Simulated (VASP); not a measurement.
**Ag: single point with r2SCAN**

The system is Ag.

```
Ag
1.0
     0.00000    2.10585    2.10585
     2.10585    0.00000    2.10585
     2.10585    2.10585    0.00000
Ag
1
Direct
  0.00000 0.00000 0.00000
```

```
Program             : VASP 6.6.1
Task                : single point
Functional          : r2SCAN
Potentials or basis : VASP PAW PBE potentials, release 64 (Ag)
Cutoff              : 550 eV
k mesh              : 7 × 7 × 7
Occupations         : methfessel-paxton, width 0.0293 eV
Spin                : no spin polarisation
```

| Item | Value |
| --- | --- |
| Pressure | -6.9 GPa |
| Band gap on the k mesh | zero (an odd number of electrons rules out a gap without spin polarisation) |

Levels at points of the mesh, in eV from the Fermi level:
```
           k point  band 2  band 3  band 4  band 5  band 6  band 7  band 8  band 9  band 10  band 11
(0.00, 0.00, 0.00)   -5.38   -5.38   -5.38   -4.50   -4.50   15.83   19.00   19.00    19.00    23.77
```

Wall time 24 s on 1 thread of AMD EPYC 7R43 64-Core Processor (Zen 3), with other jobs on the host, peak memory 0.11 GiB.

Caveat: the k points lie up to 0.37 Å⁻¹ apart, too coarse for converged energies and pressures of a metal; the PAW data sets were made with another functional, which shifts forces and pressure a little.
